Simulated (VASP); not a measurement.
# TiO2 (R-3m) in VASP: a series of runs

Runs on TiO2. Level: LDA. Tasks: single point.

Everything below comes from runs of VASP 6.6.1. Logs are shortened: lines on timing, memory, paths and dates and some standing lists are left out, and cuts for length are marked.

## (1) The cell of the first run

The structure is trigonal, space group R-3m (No. 166). Conventional cell: a = 3.068 Å, b = 3.068 Å, c = 21.456 Å, α = 90.00°, β = 90.00°, γ = 120.00°. Within 2.7 Å of Ti (site symmetry -3m) lie 6 O at 2.03 Å. O (site symmetry 3m) has 3 Ti at 2.03 Å and 3 O at 2.66 Å within 2.7 Å.

## (2) Single point, LDA

File INCAR:

```
ALGO = Normal
EDIFF = 1E-7
ENCUT = 520
GGA = CA
ISIF = 2
ISMEAR = 0
LASPH = True
LCHARG = False
LREAL = False
LWAVE = False
NBANDS = 19
NELM = 60
PREC = Accurate
SIGMA = 0.01
```

File KPOINTS:

```
k-points
0
Gamma
  8 8 8
```

File POSCAR:

```
TiO2
1.0
    1.5338645634      0.8855731454      7.1518882304
   -1.5338645634      0.8855731454      7.1518882304
    0.0000000000     -1.7711565348      7.1518882304
Ti O
1 2
Direct
    0.0000000000      0.0000000000      0.0000000000
    0.6204700000      0.6204700000      0.6204700000
    0.3795300000      0.3795300000      0.3795300000
```

Potentials or basis: VASP PAW LDA potentials, release 64 (Ti_sv, O).

The run is started by

```sh
cat potpaw_LDA.64/Ti_sv/POTCAR potpaw_LDA.64/O/POTCAR > POTCAR
mpirun -np 1 vasp_std > vasp.out
```

OUTCAR:

```text
EDIFF = 1E-7
   ENCUT = 520
   GGA = CA
   ISIF = 2
   ISMEAR = 0
   LASPH = True
   LREAL = False
   NELM = 60
   PREC = Accurate

 ion  position               nearest neighbor table
   1  0.000  0.000  0.000-   2 2.03   3 2.03   2 2.03   2 2.03   3 2.03   3 2.03
   2  0.620  0.620  0.620-   1 2.03   1 2.03   1 2.03
   3  0.380  0.380  0.380-   1 2.03   1 2.03   1 2.03

  LATTYP: Found a trigonal (rhomboedric) cell.
 ALAT       =     7.3679363159
 COS(alpha) =     0.9133213184

  Lattice vectors:

 A1 = (   1.5338645634,   0.8855731454,   7.1518882304)
 A2 = (  -1.5338645634,   0.8855731454,   7.1518882304)
 A3 = (   0.0000000000,  -1.7711565348,   7.1518882304)

Analysis of symmetry for initial positions (statically):
=====================================================================
 Subroutine PRICEL returns:
 Original cell was already a primitive cell.

 Routine SETGRP: Setting up the symmetry group for a
 trigonal (rhombohedral) supercell.

 Subroutine GETGRP returns: Found 12 space group operations
 (whereof 12 operations were pure point group operations)
 out of a pool of 12 trial point group operations.

The static configuration has the point symmetry D_3d.

Analysis of symmetry for dynamics (positions and initial velocities):
=====================================================================
 Subroutine PRICEL returns:
 Original cell was already a primitive cell.

 Routine SETGRP: Setting up the symmetry group for a
 trigonal (rhombohedral) supercell.

 Subroutine GETGRP returns: Found 12 space group operations
 (whereof 12 operations were pure point group operations)
 out of a pool of 12 trial point group operations.

The dynamic configuration has the point symmetry D_3d.

 Subroutine INISYM returns: Found 12 space group operations
 (whereof 12 operations are pure point group operations),
 and found     1 'primitive' translations

----------------------------------------------------------------------------------------

                                     Primitive cell

  volume of cell :      58.2888

  direct lattice vectors                    reciprocal lattice vectors
     1.533864563  0.885573145  7.151888230     0.325974021  0.188201308  0.046607828
    -1.533864563  0.885573145  7.151888230    -0.325974021  0.188201308  0.046607828
     0.000000000 -1.771156535  7.151888230     0.000000000 -0.376402615  0.046607558

  length of vectors
     7.367936316  7.367936316  7.367937346     0.379277055  0.379277055  0.379277199

  position of ions in fractional coordinates (direct lattice)
     0.000000000  0.000000000  0.000000000
     0.620470000  0.620470000  0.620470000
     0.379530000  0.379530000  0.379530000

  ion indices of the primitive-cell ions
   primitive index   ion index
                 1           1
                 2           2
                 3           3

----------------------------------------------------------------------------------------

 KPOINTS: k-points

Automatic generation of k-mesh.
 Grid dimensions read from file:
 generate k-points for:    8    8    8

 Generating k-lattice:

  Cartesian coordinates                     Fractional coordinates (reciprocal lattice)
     0.040746753  0.023525163  0.005825978     0.125000000  0.000000000 -0.000000000
    -0.040746753  0.023525163  0.005825978     0.000000000  0.125000000 -0.000000000
     0.000000000 -0.047050327  0.005825945    -0.000000000 -0.000000000  0.125000000

  Length of vectors
     0.047409632  0.047409632  0.047409650

  Shift w.r.t. Gamma in fractional coordinates (k-lattice)
     0.000000000  0.000000000  0.000000000

 Subroutine IBZKPT returns following result:
 ===========================================

 Found     65 irreducible k-points:

 Following reciprocal coordinates:
            Coordinates               Weight
  0.000000  0.000000  0.000000      1.000000
  0.125000 -0.000000  0.000000      6.000000
  0.250000 -0.000000  0.000000      6.000000
  0.375000 -0.000000  0.000000      6.000000
  0.500000 -0.000000  0.000000      3.000000
  0.125000  0.125000  0.000000      6.000000
[... 16 lines left out ...]
  0.250000  0.125000  0.125000      6.000000
  0.375000  0.125000  0.125000      6.000000
 [... further k-points ...]
   k-points           NKPTS =     65   k-points in BZ     NKDIM =     65   number of bands    NBANDS=     19
   number of dos      NEDOS =    301   number of ions     NIONS =      3
   total plane-waves  NPLWV = 175616
   dimension x,y,z NGX =    56 NGY =   56 NGZ =   56
   dimension x,y,z NGXF=   112 NGYF=  112 NGZF=  112
   ions per type =               1   2
   NGX,Y,Z   is equivalent  to a cutoff of  12.64, 12.64, 12.64 a.u.
   NGXF,Y,Z  is equivalent  to a cutoff of  25.27, 25.27, 25.27 a.u.
 SYSTEM =  unknown system
   PREC   = accura    normal or accurate (medium, high low for compatibility)
   ISTART =      0    job   : 0-new  1-cont  2-samecut
   ICHARG =      2    charge: 1-file 2-atom 10-const
   ISPIN  =      1    spin polarized calculation?
   LNONCOLLINEAR =      F non collinear calculations
   LSORBIT =      F    spin-orbit coupling
   LASPH  =      T    aspherical Exc in radial PAW
   ENCUT  =  520.0 eV  38.22 Ry    6.18 a.u.  13.70 13.70 13.70*2*pi/ulx,y,z
   NELM   =     60;   NELMIN=  2; NELMDL= -5     # of ELM steps
   EDIFF  = 0.1E-06   stopping-criterion for ELM
   LREAL  =      F    real-space projection
   EDIFFG = 0.1E-05   stopping-criterion for IOM
   NSW    =      0    number of steps for IOM
   IBRION =     -1    ionic relax: 0-MD 1-quasi-New 2-CG
   NFREE  =      0    steps in history (QN), initial steepest desc. (CG)
   ISIF   =      2    stress and relaxation
   ISYM   =      2    0-nonsym 1-usesym 2-fastsym
   POTIM  = 0.5000    time-step for ionic-motion
   TEBEG  =    0.0;   TEEND  =   0.0 temperature during run
   PSTRESS=    0.0 pullay stress
   NELECT =      24.0000    total number of electrons
   NUPDOWN=      -1.0000    fix difference up-down
   EMIN   =  10.00;   EMAX   =-10.00  energy-range for DOS
   EFERMI =   0.00;   METHOD = LEGACY
   ISMEAR =     0;   SIGMA  =   0.01  broadening in eV -4-tet -1-fermi 0-gaus
   EFERMI_NEDOS =   21; number of points for ismear=-14 and -15
   IALGO  =     38    algorithm
   IMIX   =      4    mixing-type and parameters
     AMIX     =   0.40;   BMIX     =  1.00
     AMIX_MAG =   1.60;   BMIX_MAG =  1.00
  volume/ion in A,a.u.               =      19.43       131.12
  Fermi-wavevector in a.u.,A,eV,Ry     =   1.217915  2.301525 20.181743  1.483316
  Thomas-Fermi vector in A             =   2.353219
   LORBIT       =      0    0 simple, 1 ext, 2 COOP (PROOUT), +10 PAW based schemes
   GGA     = CA    functional components
   LHFCALC =     F    Hartree Fock is set to
   AEXX    =    0.0000 exact exchange contribution
   IVDW    =     0    specifies the selected vdW correction
   LEPSILON=     F    determine dielectric tensor
   LRPA    =     F    only Hartree local field effects (RPA)
 non-spin polarized calculation
 Gauss-broadening in eV      SIGMA  =   0.01
  energy-cutoff  :      520.00
  volume of cell :       58.29
 maximum number of plane-waves:      1584
   NGX = 27   NGY = 27   NGZ = 27

 number of electron      23.9999997 magnetization

 Free energy of the ion-electron system (eV)
  ---------------------------------------------------
  ext. energy  EPLUGINS =         0.00000000
  ---------------------------------------------------
  free energy    TOTEN  =       -28.51088681 eV

  energy without entropy =      -28.51088681  energy(sigma->0) =      -28.51088681

 E-fermi :  -1.6487     XC(G=0):  -7.7709

 val. band max:       -1.8226318658   @ k =  -0.1250   0.1250   0.0000
 cond. band min:       0.5587791662   @ k =   0.1250   0.1250   0.1250
 fundamental gap:      2.3814110320
 Fermi energy:        -1.6486761323

 k-point     1 :       0.0000    0.0000    0.0000
  band No.  band energies     occupation
      1     -57.7195      2.00000
      2     -34.3404      2.00000
      3     -34.1129      2.00000
      4     -34.1129      2.00000
      5     -18.6386      2.00000
      6     -17.0516      2.00000
[... 11 lines left out ...]
     18       5.0812      0.00000
     19       7.8684      0.00000

 k-point     2 :       0.1250   -0.0000    0.0000
  band No.  band energies     occupation
      1     -57.7118      2.00000
      2     -34.3268      2.00000
      3     -34.1796      2.00000
      4     -34.1258      2.00000
      5     -18.4684      2.00000
      6     -17.1320      2.00000
[... 11 lines left out ...]
     18       5.5578      0.00000
     19       8.3730      0.00000

 k-point     3 :       0.2500   -0.0000    0.0000
  band No.  band energies     occupation
      1     -57.6932      2.00000
      2     -34.3405      2.00000
      3     -34.2907      2.00000
      4     -34.1568      2.00000
      5     -18.0637      2.00000
      6     -17.3046      2.00000
[... 11 lines left out ...]
     18       6.7081      0.00000
     19       9.3401      0.00000

 k-point     4 :       0.3750   -0.0000    0.0000
  band No.  band energies     occupation
      1     -57.6745      2.00000
      2     -34.4928      2.00000
      3     -34.2583      2.00000
      4     -34.1876      2.00000
      5     -17.7788      2.00000
      6     -17.3320      2.00000
[... 11 lines left out ...]
     18       8.1836      0.00000
     19      10.4332      0.00000

 k-point     5 :       0.5000   -0.0000    0.0000
  band No.  band energies     occupation
      1     -57.6667      2.00000
      2     -34.5553      2.00000
      3     -34.2443      2.00000
      4     -34.2003      2.00000
      5     -17.7742      2.00000
      6     -17.2208      2.00000
[... 11 lines left out ...]
     18       9.5334      0.00000
     19      10.2643      0.00000

 k-point     6 :       0.1250    0.1250    0.0000
  band No.  band energies     occupation
      1     -57.7118      2.00000
      2     -34.3268      2.00000
      3     -34.1796      2.00000
      4     -34.1258      2.00000
      5     -18.4683      2.00000
      6     -17.1320      2.00000
[... 11 lines left out ...]
     18       5.6063      0.00000
     19       8.2299      0.00000

 k-point     7 :       0.2500    0.1250    0.0000
  band No.  band energies     occupation
      1     -57.6987      2.00000
      2     -34.3037      2.00000
      3     -34.2843      2.00000
      4     -34.1551      2.00000
      5     -18.1762      2.00000
      6     -17.2625      2.00000
[... 11 lines left out ...]
     18       6.4618      0.00000
     19       8.8389      0.00000

 k-point     8 :       0.3750    0.1250    0.0000
  band No.  band energies     occupation
      1     -57.6800      2.00000
      2     -34.4233      2.00000
      3     -34.2707      2.00000
      4     -34.2021      2.00000
      5     -17.7858      2.00000
      6     -17.4043      2.00000
[... 256 lines left out ...]
 k-point    20 :      -0.3750    0.3750    0.0000
  band No.  band energies     occupation
      1     -57.6612      2.00000
      2     -34.4687      2.00000
      3     -34.3440      2.00000
      4     -34.2360      2.00000
      5     -17.5408      2.00000
      6     -17.3767      2.00000
[... 11 lines left out ...]
     18      10.6337      0.00000
     19      11.5964      0.00000

 k-point    21 :       0.5000    0.5000    0.0000
  band No.  band energies     occupation
      1     -57.6667      2.00000
      2     -34.5553      2.00000
      3     -34.2443      2.00000
      4     -34.2003      2.00000
      5     -17.7744      2.00000
      6     -17.2206      2.00000
[... 11 lines left out ...]
     18       9.8317      0.00000
     19      10.1219      0.00000

 k-point    22 :       0.1250    0.1250    0.1250
  band No.  band energies     occupation
      1     -57.7195      2.00000
      2     -34.3404      2.00000
      3     -34.1129      2.00000
      4     -34.1129      2.00000
      5     -18.6386      2.00000
      6     -17.0519      2.00000
[... 11 lines left out ...]
     18       5.1513      0.00000
     19       7.6297      0.00000

 k-point    23 :       0.2500    0.1250    0.1250
  band No.  band energies     occupation
      1     -57.7118      2.00000
      2     -34.3268      2.00000
      3     -34.1796      2.00000
      4     -34.1258      2.00000
      5     -18.4683      2.00000
      6     -17.1321      2.00000
[... 11 lines left out ...]
     18       5.6527      0.00000
     19       8.0083      0.00000

 k-point    24 :       0.3750    0.1250    0.1250
  band No.  band energies     occupation
      1     -57.6932      2.00000
      2     -34.3405      2.00000
      3     -34.2907      2.00000
      4     -34.1568      2.00000
      5     -18.0636      2.00000
      6     -17.3048      2.00000
[... 11 lines left out ...]
     18       6.7643      0.00000
     19       9.0191      0.00000

 [... further k-points ...]
[... 5 lines left out ...]
  --------------------------------------------------------------------------------------
  -------------------------------------------------------------------------------------
  Total       -5.9460006     -5.9459931     -3.2844317      0.0000000      0.0000016      0.0000000
  in kB     -163.4370198   -163.4368137    -90.2787872      0.0000000      0.0000431      0.0000000
  external PRESSURE =    -139.0508736 kB  Pullay stress =       0.0000000 kB

 VOLUME and BASIS-vectors are now :
 -----------------------------------------------------------------------------
  energy-cutoff  :      520.00
  volume of cell :       58.29
      direct lattice vectors                 reciprocal lattice vectors
     1.533864563  0.885573145  7.151888230     0.325974021  0.188201308  0.046607828
    -1.533864563  0.885573145  7.151888230    -0.325974021  0.188201308  0.046607828
     0.000000000 -1.771156535  7.151888230     0.000000000 -0.376402615  0.046607558

 POSITION                                       TOTAL-FORCE (eV/Angst)
 -----------------------------------------------------------------------------------
      0.00000      0.00000      0.00000         0.000000      0.000000      0.000000
      0.00000     -0.00001     13.31260         0.000000     -0.000001      1.632599
      0.00000     -0.00000      8.14307         0.000000      0.000001     -1.632599
 -----------------------------------------------------------------------------------
    total drift:                                0.000000      0.000000      0.000000

  FREE ENERGIE OF THE ION-ELECTRON SYSTEM (eV)
  ---------------------------------------------------
  free  energy   TOTEN  =       -28.5108868060 eV

  energy  without entropy=      -28.5108868060  energy(sigma->0) =      -28.51088681
```

Run time: 5.3 min. Hardware: 1 thread of Intel Xeon Platinum 8259CL at 2.50GHz (Skylake/Cascade Lake), shared host; peak memory 0.35 GiB.

Results:

```yaml
Free_energy: -28.5109 eV
Pressure: -13.9 GPa
Largest_force: 1.633 eV/Å
Band_gap_on_the_k_mesh: 2.38 eV, indirect (least direct gap 2.58 eV)
```

Forces in eV/Å, atoms in the order of the input:
```
Ti   0.000  0.000  0.000
O    0.000  0.000  1.633
O    0.000  0.000 -1.633
```

Caveat: forces of over 1 eV/Å act on the atoms, so gaps and moduli don't describe the material at rest. LDA gaps usually lie below the measured ones, often by a third to a half.

## (3) Single point, LDA

This run uses another cell than the first one, of 19.88 Å³/atom, 1.023 times its volume.

File INCAR:

```
PREC = Accurate
ENCUT = 520
EDIFF = 1E-6
ISMEAR = 0
SIGMA = 0.01
LREAL = F
LASPH = T
NELM = 80
ALGO = Normal
ISIF = 2
LWAVE = F
LCHARG = T
GGA = CA
LELF = T
LVHAR = T
NBANDS = 19
```

File KPOINTS:

```
regular mesh
0
Gamma
  8 8 8
```

File POSCAR:

```
TiO2
1.0
    1.5456639853      0.8923855142      7.2069049173
   -1.5456639853      0.8923855142      7.2069049173
    0.0000000000     -1.7847813512      7.2069049173
Ti O
1 2
Direct
    0.0000000000      0.0000000000      0.0000000000
    0.6204700000      0.6204700000      0.6204700000
    0.3795300000      0.3795300000      0.3795300000
```

Potentials or basis: VASP PAW LDA potentials, release 64 (Ti_sv, O).

The run is started by

```sh
cat potpaw_LDA.64/Ti_sv/POTCAR potpaw_LDA.64/O/POTCAR > POTCAR
mpirun -np 1 vasp_std > vasp.out
```

Run time: 5.1 min. Hardware: 1 thread of Intel Xeon Platinum 8259CL at 2.50GHz (Skylake/Cascade Lake), shared host; peak memory 0.34 GiB.

It converged, with:

```
Free energy            : -28.3866 eV
Pressure               : -15.7 GPa
Largest force          : 1.871 eV/Å
Band gap on the k mesh : 2.31 eV, indirect (least direct gap 2.51 eV)
```

Forces on the atoms (eV/Å):
```
Ti   0.000  0.000  0.000
O    0.000  0.000  1.871
O    0.000  0.000 -1.871
```

Stress tensor (GPa, compression positive):
```
-18.45   0.00   0.00
  0.00 -18.45   0.00
  0.00   0.00 -10.22
```

Levels at points of the mesh, in eV from the valence-band top:
| k point | band 10 | band 11 | band 12 | band 13 | band 14 | band 15 |
| --- | --- | --- | --- | --- | --- | --- |
| (0.00, 0.00, 0.00) | -0.50 | -0.21 | -0.21 | 2.31 | 2.31 | 3.77 |
| (0.50, 0.00, 0.00) | -1.52 | -1.19 | -0.59 | 2.52 | 3.20 | 3.26 |
| (0.50, 0.50, 0.00) | -1.53 | -1.19 | -0.58 | 2.53 | 3.20 | 3.26 |
| (0.50, 0.50, 0.50) | -0.54 | -0.21 | -0.21 | 2.31 | 2.31 | 3.78 |

Caveat: forces of over 1 eV/Å act on the atoms, so gaps and moduli don't describe the material at rest. A k mesh can miss the band edges.
